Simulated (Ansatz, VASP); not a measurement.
## One calculation of Tl, two programs

File INCAR:

```
SYSTEM = Tl
PREC     = Accurate       ! precision mode
ENCUT    = 500            ! plane-wave cutoff, eV
EDIFF    = 1E-6           ! SCF threshold, eV
ISMEAR   = 0              ! smearing method
SIGMA    = 0.1            ! smearing width, eV
LREAL    = .FALSE.        ! projectors in reciprocal space
LASPH    = .TRUE.         ! aspherical terms in the spheres
NELM     = 120            ! most SCF steps
ALGO     = Normal         ! electronic algorithm
ISIF     = 2              ! what is computed and relaxed
LWAVE    = .FALSE.        ! write WAVECAR
LCHARG   = .TRUE.         ! write CHGCAR
GGA      = PS             ! functional
LELF     = .TRUE.         ! ELF
LVHAR    = .TRUE.       
NBANDS   = 20             ! bands
GGA_COMPAT= .FALSE.
```

File KPOINTS:

```
Automatic mesh
0
G
  12 12 8
  0 0 0
```

File POSCAR:

```
Tl
1.0
    3.5033109740      0.0725068455      0.0000000000
   -1.6888627169      3.0702228410      0.0000000000
    0.0000000000      0.0000000000      5.1703502500
Tl
2
Direct
    0.3433567802      0.6566432198      0.2500000000
    0.6566432198      0.3433567802      0.7500000000
```

Input for Ansatz:

```yaml
crystal:
  lattice:
    - [3.503310974, 0.0725068455, 0.0]
    - [-1.6888627169, 3.070222841, 0.0]
    - [0.0, 0.0, 5.17035025]
  atoms:
    - { symbol: Tl, position: [0.3433567802, 0.6566432198, 0.25] }
    - { symbol: Tl, position: [0.6566432198, 0.3433567802, 0.75] }
basis:
  ecutwfc: 420
kpoints:
  mp_grid: { grid: [12, 12, 8] }
hamiltonian:
  xc: pbesol
scf:
  occupations: { method: gaussian, width: 0.1 }
output:
  forces: true
  stress: true
  eigenvalues: true
  populations: true
```

Alike in both runs: task single point; functional PBEsol; k mesh 12 × 12 × 8; occupations gaussian, width 0.1 eV; no spin polarisation.

|  | VASP | Ansatz |
| --- | --- | --- |
| version | VASP 6.6.1 | Ansatz 0.2.0 |
| potentials or method | VASP PAW PBE potentials, release 64 (Tl_d), cutoff 500 eV | scalar-relativistic, plane waves, PAW |
| valence electrons in the cell | 26 | 26 |

```tsv
	VASP	Ansatz	Ansatz less VASP
gap on the k mesh at the Fermi level (eV)	none	none	-
pressure (GPa)	1.0	1.1	+0.06
traceless stress, the component that is largest in VASP (GPa)	1.47	1.48	+0.007
rms of the force components (eV/Å)	0.080	0.080	0.0000
```

VASP's potentials were made for PBE, not for PBEsol. Atom by atom the forces differ by 0.000 eV/Å (rms over components). A gap of «none» marks a metal or a gap that the smearing closes. The functional is the same, so the differences come from potentials, cutoffs and numerics. Ansatz's warnings: structure snapped to symmetry.

Spin-orbit coupling is off throughout.
